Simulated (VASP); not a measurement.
# Fe (I4/mmm) in VASP: a series of runs

Runs on Fe. Level: PBE. Tasks: single point.

Program: VASP 6.6.1. These are calculated values, not measurements. Logs are shortened: lines on timing, memory, paths and dates and some standing lists are left out, and cuts for length are marked.

### Step 1. The cell of the first run

The structure is tetragonal, space group I4/mmm (No. 139). The conventional cell has a = 2.453 Å, b = 2.453 Å, c = 3.730 Å, α = 90.00°, β = 90.00°, γ = 90.00°. Fe (site symmetry 4/mmm) has 12 Fe at 2.45 to 2.55 Å within 3.2 Å.

### Step 2. Single point, PBE, collinear spin, antiferromagnetic start (volume scaled by 1.04)

INCAR

```
SYSTEM = Fe
PREC = Accurate ; ENCUT = 520
EDIFF = 1E-7 ; ISMEAR = -1
SIGMA = 0.05 ; LREAL = .False.
LASPH = .True. ; NELM = 150
ALGO = Normal ; ISIF = 2
LWAVE = .False. ; LCHARG = .True.
ISPIN = 2 ; MAGMOM = 1.537 -1.537
LORBIT = 11 ; LMAXMIX = 4
GGA = PE ; LELF = .True.
LVHAR = .True. ; NBANDS = 19
```

KPOINTS

```
regular mesh
0
Gamma
  15 15 10
  0 0 0
```

POSCAR

```
Fe
1.0
    2.4532688008      0.0000000000      0.0000000000
    0.0000000000      2.4532688008      0.0000000000
    0.0000000000      0.0000000000      3.7296004001
Fe
2
Direct
    1.0000000000      1.0000000000      0.0000000000
    0.5000000000      0.5000000000      0.5000000000
```

Potentials or basis: VASP PAW PBE potentials, release 64 (Fe).

Started as:

```sh
$ cat potpaw_PBE.64/Fe/POTCAR > POTCAR
$ mpirun -np 1 vasp_std > vasp.out
```

OUTCAR:

```text
SYSTEM = Fe
   PREC = Accurate
   ENCUT = 520
   EDIFF = 1E-7
   ISMEAR = -1
   LREAL = .False.
   LASPH = .True.
   NELM = 150
   ISIF = 2
   ISPIN = 2
   LORBIT = 11
   GGA = PE

 ion  position               nearest neighbor table
   1  0.000  0.000  0.000-   2 2.55   2 2.55   2 2.55   2 2.55   2 2.55   2 2.55   2 2.55   2 2.55

   2  0.500  0.500  0.500-   1 2.55   1 2.55   1 2.55   1 2.55   1 2.55   1 2.55   1 2.55   1 2.55

  LATTYP: Found a simple tetragonal cell.
 ALAT       =     2.4532688008
 C/A-ratio  =     1.5202575433

  Lattice vectors:

 A1 = (   2.4532688008,   0.0000000000,   0.0000000000)
 A2 = (   0.0000000000,   2.4532688008,   0.0000000000)
 A3 = (   0.0000000000,   0.0000000000,   3.7296004001)

Analysis of symmetry for initial positions (statically):
=====================================================================
 Subroutine PRICEL returns following result:

  LATTYP: Found a body centered tetragonal cell.
 ALAT       =     2.4532688008
 C/A-ratio  =     1.5202575433

  Lattice vectors:

 A1 = (   1.2266344004,  -1.2266344004,  -1.8648002001)
 A2 = (  -1.2266344004,   1.2266344004,  -1.8648002000)
 A3 = (   1.2266344004,   1.2266344004,   1.8648002000)

   2 primitive cells build up your supercell.

 Routine SETGRP: Setting up the symmetry group for a
 simple tetragonal supercell.

 Subroutine GETGRP returns: Found 16 space group operations
 (whereof 16 operations were pure point group operations)
 out of a pool of 16 trial point group operations.

The static configuration has the point symmetry D_4h.

Analysis of symmetry for dynamics (positions and initial velocities):
=====================================================================
 Subroutine PRICEL returns following result:

  LATTYP: Found a body centered tetragonal cell.
 ALAT       =     2.4532688008
 C/A-ratio  =     1.5202575433

  Lattice vectors:

 A1 = (   1.2266344004,  -1.2266344004,  -1.8648002001)
 A2 = (  -1.2266344004,   1.2266344004,  -1.8648002000)
 A3 = (   1.2266344004,   1.2266344004,   1.8648002000)

   2 primitive cells build up your supercell.

 Routine SETGRP: Setting up the symmetry group for a
 simple tetragonal supercell.

 Subroutine GETGRP returns: Found 16 space group operations
 (whereof 16 operations were pure point group operations)
 out of a pool of 16 trial point group operations.

The dynamic configuration has the point symmetry D_4h.

Analysis of structural, dynamic, and magnetic symmetry:
=====================================================================
 Subroutine PRICEL returns following result:

  LATTYP: Found a body centered tetragonal cell.
 ALAT       =     2.4532688008
 C/A-ratio  =     1.5202575433

  Lattice vectors:

 A1 = (   1.2266344004,  -1.2266344004,  -1.8648002001)
 A2 = (  -1.2266344004,   1.2266344004,  -1.8648002000)
 A3 = (   1.2266344004,   1.2266344004,   1.8648002000)

   2 primitive cells build up your supercell.

 Routine SETGRP: Setting up the symmetry group for a
 simple tetragonal supercell.

 Subroutine GETGRP returns: Found 16 space group operations
 (whereof 16 operations were pure point group operations)
 out of a pool of 16 trial point group operations.

The overall configuration has the point symmetry D_4h.

 Subroutine INISYM returns: Found 16 space group operations
 (whereof 16 operations are pure point group operations),
 and found     2 'primitive' translations

----------------------------------------------------------------------------------------

                                     Primitive cell

  volume of cell :      11.2234

  direct lattice vectors                    reciprocal lattice vectors
     1.226634400 -1.226634400 -1.864800200     0.407619418  0.000000000 -0.268125239
    -1.226634400  1.226634400 -1.864800200    -0.000000000  0.407619418 -0.268125239
     1.226634400  1.226634400  1.864800200     0.407619418  0.407619418  0.000000000

  length of vectors
     2.546908654  2.546908654  2.546908654     0.487898282  0.487898282  0.576460909

  position of ions in fractional coordinates (direct lattice)
     0.000000000  0.000000000  0.000000000

  ion indices of the primitive-cell ions
   primitive index   ion index
                 1           1

----------------------------------------------------------------------------------------

 KPOINTS: regular mesh

Automatic generation of k-mesh.
 Grid dimensions read from file:
 generate k-points for:   15   15   10

 Generating k-lattice:

  Cartesian coordinates                     Fractional coordinates (reciprocal lattice)
     0.027174628  0.000000000  0.000000000     0.066666667  0.000000000  0.000000000
     0.000000000  0.027174628  0.000000000     0.000000000  0.066666667  0.000000000
     0.000000000  0.000000000  0.026812524     0.000000000  0.000000000  0.100000000

  Length of vectors
     0.027174628  0.027174628  0.026812524

  Shift w.r.t. Gamma in fractional coordinates (k-lattice)
     0.000000000  0.000000000  0.000000000

 Subroutine IBZKPT returns following result:
 ===========================================

 Found    216 irreducible k-points:

 Following reciprocal coordinates:
            Coordinates               Weight
  0.000000  0.000000  0.000000      1.000000
  0.066667  0.000000  0.000000      4.000000
  0.133333  0.000000  0.000000      4.000000
  0.200000  0.000000  0.000000      4.000000
  0.266667  0.000000  0.000000      4.000000
  0.333333  0.000000  0.000000      4.000000
[... 16 lines left out ...]
  0.266667  0.200000  0.000000      8.000000
  0.333333  0.200000  0.000000      8.000000
 [... further k-points ...]
   k-points           NKPTS =    216   k-points in BZ     NKDIM =    216   number of bands    NBANDS=     19
   number of dos      NEDOS =    301   number of ions     NIONS =      2
   total plane-waves  NPLWV =   9072
   dimension x,y,z NGX =    18 NGY =   18 NGZ =   28
   dimension x,y,z NGXF=    36 NGYF=   36 NGZF=   56
   ions per type =               2
   NGX,Y,Z   is equivalent  to a cutoff of  12.20, 12.20, 12.48 a.u.
   NGXF,Y,Z  is equivalent  to a cutoff of  24.40, 24.40, 24.96 a.u.
 SYSTEM =  Fe
   PREC   = accura    normal or accurate (medium, high low for compatibility)
   ISTART =      0    job   : 0-new  1-cont  2-samecut
   ICHARG =      2    charge: 1-file 2-atom 10-const
   ISPIN  =      2    spin polarized calculation?
   LNONCOLLINEAR =      F non collinear calculations
   LSORBIT =      F    spin-orbit coupling
   LASPH  =      T    aspherical Exc in radial PAW
   ENCUT  =  520.0 eV  38.22 Ry    6.18 a.u.   4.56  4.56  6.93*2*pi/ulx,y,z
   NELM   =    150;   NELMIN=  2; NELMDL= -5     # of ELM steps
   EDIFF  = 0.1E-06   stopping-criterion for ELM
   LREAL  =      F    real-space projection
   EDIFFG = 0.1E-05   stopping-criterion for IOM
   NSW    =      0    number of steps for IOM
   IBRION =     -1    ionic relax: 0-MD 1-quasi-New 2-CG
   NFREE  =      0    steps in history (QN), initial steepest desc. (CG)
   ISIF   =      2    stress and relaxation
   ISYM   =      2    0-nonsym 1-usesym 2-fastsym
   POTIM  = 0.5000    time-step for ionic-motion
   TEBEG  =    0.0;   TEEND  =   0.0 temperature during run
   PSTRESS=    0.0 pullay stress
   NELECT =      16.0000    total number of electrons
   NUPDOWN=      -1.0000    fix difference up-down
   EMIN   =  10.00;   EMAX   =-10.00  energy-range for DOS
   EFERMI =   0.00;   METHOD = LEGACY
   ISMEAR =    -1;   SIGMA  =   0.05  broadening in eV -4-tet -1-fermi 0-gaus
   EFERMI_NEDOS =   21; number of points for ismear=-14 and -15
   IALGO  =     38    algorithm
   IMIX   =      4    mixing-type and parameters
     AMIX     =   0.40;   BMIX     =  1.00
     AMIX_MAG =   1.60;   BMIX_MAG =  1.00
  volume/ion in A,a.u.               =      11.22        75.74
  Fermi-wavevector in a.u.,A,eV,Ry     =   1.462393  2.763521 29.097310  2.138592
  Thomas-Fermi vector in A             =   2.578611
   LORBIT       =     11    0 simple, 1 ext, 2 COOP (PROOUT), +10 PAW based schemes
   GGA     = PE    functional components
   LHFCALC =     F    Hartree Fock is set to
   AEXX    =    0.0000 exact exchange contribution
   IVDW    =     0    specifies the selected vdW correction
   LEPSILON=     F    determine dielectric tensor
   LRPA    =     F    only Hartree local field effects (RPA)
 spin polarized calculation
  energy-cutoff  :      520.00
  volume of cell :       22.45
 maximum number of plane-waves:       626
   NGX =  9   NGY =  9   NGZ = 13

 number of electron      15.9999994 magnetization       0.0000000

 number of electron      15.9999994 magnetization      -0.0000000

 Free energy of the ion-electron system (eV)
  ---------------------------------------------------
  ext. energy  EPLUGINS =         0.00000000
  ---------------------------------------------------
  free energy    TOTEN  =       -16.28668770 eV

  energy without entropy =      -16.26627599  energy(sigma->0) =      -16.27648185

 E-fermi :   6.1665     XC(G=0): -13.2112

 val. band max:        6.1649328494   @ k =   0.2000   0.2000   0.2000
 cond. band min:       6.1666220209   @ k =   0.2667   0.2667   0.4000
 fundamental gap:      0.0016891715
 Fermi energy:         6.1665356130

 spin component 1

 k-point     1 :       0.0000    0.0000    0.0000
  band No.  band energies     occupation
      1      -2.4833      1.00000
      2       1.4013      1.00000
      3       2.1496      1.00000
      4       4.2309      1.00000
      5       4.3851      1.00000
      6       4.3851      1.00000
[... 505 lines left out ...]
      6       4.4933      1.00000
[... 11 lines left out ...]
     18      26.8461      0.00000
     19      28.4075      0.00000

 [... further k-points ...]

 spin component 2

 k-point     1 :       0.0000    0.0000    0.0000
  band No.  band energies     occupation
      1      -2.4833      1.00000
      2       1.4013      1.00000
      3       2.1496      1.00000
      4       4.2309      1.00000
      5       4.3851      1.00000
      6       4.3851      1.00000
[... 505 lines left out ...]
      6       4.4933      1.00000
[... 11 lines left out ...]
     18      26.8461      0.00000
     19      28.4075      0.00000

 [... further k-points ...]
[... 5 lines left out ...]
  --------------------------------------------------------------------------------------
  -------------------------------------------------------------------------------------
  Total       -1.1458098     -1.1458098     -0.7745396     -0.0000000      0.0000000      0.0000000
  in kB      -81.7844105    -81.7844105    -55.2842749     -0.0000000      0.0000000      0.0000000
  external PRESSURE =     -72.9510320 kB  Pullay stress =       0.0000000 kB

 VOLUME and BASIS-vectors are now :
 -----------------------------------------------------------------------------
  energy-cutoff  :      520.00
  volume of cell :       22.45
      direct lattice vectors                 reciprocal lattice vectors
     2.453268801  0.000000000  0.000000000     0.407619418  0.000000000  0.000000000
     0.000000000  2.453268801  0.000000000     0.000000000  0.407619418  0.000000000
     0.000000000  0.000000000  3.729600400     0.000000000  0.000000000  0.268125239

 POSITION                                       TOTAL-FORCE (eV/Angst)
 -----------------------------------------------------------------------------------
      0.00000      0.00000      0.00000         0.000000      0.000000     -0.000000
      1.22663      1.22663      1.86480        -0.000000     -0.000000      0.000000
 -----------------------------------------------------------------------------------
    total drift:                                0.000000     -0.000000     -0.000000

  FREE ENERGIE OF THE ION-ELECTRON SYSTEM (eV)
  ---------------------------------------------------
  free  energy   TOTEN  =       -16.2866877026 eV

  energy  without entropy=      -16.2662759919  energy(sigma->0) =      -16.27648185

 total charge

# of ion       s       p       d       tot
------------------------------------------
    1        0.498   0.564   6.223   7.286
    2        0.498   0.564   6.223   7.286
--------------------------------------------------
tot          0.997   1.129  12.446  14.571

 magnetization (x)

# of ion       s       p       d       tot
------------------------------------------
    1        0.020   0.038   1.659   1.718
    2       -0.020  -0.038  -1.659  -1.718
--------------------------------------------------
tot          0.000   0.000   0.000   0.000
```

It took 77 s on 1 thread of Intel Xeon 6975P-C (Granite Rapids), shared host; peak memory 0.23 GiB.

Results:

- Free energy: -16.2867 eV
- Pressure: -7.3 GPa
- Band gap on the k mesh: zero (filled and empty bands overlap)
- Net moment: 0.00 μB per cell
- Site moments: Fe +1.72, -1.72 μB
- Valence electrons inside the program's atomic spheres: Fe 7.29

### Step 3. Single point, PBE, collinear spin, antiferromagnetic start (volume scaled by 1.08)

INCAR

```
PREC = Accurate
ENCUT = 520
EDIFF = 1E-6
ISMEAR = -1
SIGMA = 0.05
LREAL = False
LASPH = True
NELM = 150
ALGO = Normal
ISIF = 2
LWAVE = False
LCHARG = False
ISPIN = 2
MAGMOM = 1.537 -1.537
LORBIT = 11
LMAXMIX = 4
GGA = PE
NBANDS = 19
```

KPOINTS

```
regular mesh
0
Gamma
  15 15 10
```

POSCAR

```
Fe
1.0
    2.4843261333      0.0000000000      0.0000000000
    0.0000000000      2.4843261333      0.0000000000
    0.0000000000      0.0000000000      3.7768155441
Fe
2
Direct
    1.0000000000      1.0000000000      0.0000000000
    0.5000000000      0.5000000000      0.5000000000
```

Potentials or basis: VASP PAW PBE potentials, release 64 (Fe).

Started as:

```sh
$ cat potpaw_PBE.64/Fe/POTCAR > POTCAR
$ mpirun -np 1 vasp_std > vasp.out
```

OUTCAR:

```text
PREC = Accurate
   ENCUT = 520
   EDIFF = 1E-6
   ISMEAR = -1
   LREAL = False
   LASPH = True
   NELM = 150
   ISIF = 2
   ISPIN = 2
   LORBIT = 11
   GGA = PE

 ion  position               nearest neighbor table
   1  0.000  0.000  0.000-   2 2.58   2 2.58   2 2.58   2 2.58   2 2.58   2 2.58   2 2.58   2 2.58

   2  0.500  0.500  0.500-   1 2.58   1 2.58   1 2.58   1 2.58   1 2.58   1 2.58   1 2.58   1 2.58

  LATTYP: Found a simple tetragonal cell.
 ALAT       =     2.4843261333
 C/A-ratio  =     1.5202575433

[... 1305 lines left out ...]
  external PRESSURE =    -125.8179535 kB  Pullay stress =       0.0000000 kB

 VOLUME and BASIS-vectors are now :
 -----------------------------------------------------------------------------
  energy-cutoff  :      520.00
  volume of cell :       23.31
      direct lattice vectors                 reciprocal lattice vectors
     2.484326133  0.000000000  0.000000000     0.402523641  0.000000000  0.000000000
     0.000000000  2.484326133  0.000000000     0.000000000  0.402523641  0.000000000
     0.000000000  0.000000000  3.776815544     0.000000000  0.000000000  0.264773322

 POSITION                                       TOTAL-FORCE (eV/Angst)
 -----------------------------------------------------------------------------------
      0.00000      0.00000      0.00000         0.000000      0.000000      0.000000
      1.24216      1.24216      1.88841        -0.000000     -0.000000     -0.000000
 -----------------------------------------------------------------------------------
    total drift:                                0.000000     -0.000000     -0.000000

  FREE ENERGIE OF THE ION-ELECTRON SYSTEM (eV)
  ---------------------------------------------------
  free  energy   TOTEN  =       -16.2322090323 eV

  energy  without entropy=      -16.2108866088  energy(sigma->0) =      -16.22154782

 total charge

# of ion       s       p       d       tot
------------------------------------------
    1        0.483   0.533   6.192   7.208
    2        0.483   0.533   6.192   7.208
--------------------------------------------------
tot          0.966   1.066  12.384  14.416

 magnetization (x)

# of ion       s       p       d       tot
------------------------------------------
    1        0.022   0.039   1.777   1.838
    2       -0.022  -0.039  -1.777  -1.838
--------------------------------------------------
tot         -0.000   0.000   0.000   0.000
```

It took 61 s on 1 thread of Intel Xeon 6975P-C (Granite Rapids), shared host; peak memory 0.23 GiB.

What came out:

```
Free energy                                           : -16.2322 eV
Pressure                                              : -12.6 GPa
Band gap on the k mesh                                : zero (filled and empty bands overlap)
Net moment                                            : 0.00 μB per cell
Site moments                                          : Fe +1.84, -1.84 μB
Valence electrons inside the program's atomic spheres : Fe 7.21
```

[end of part 1 of 2]
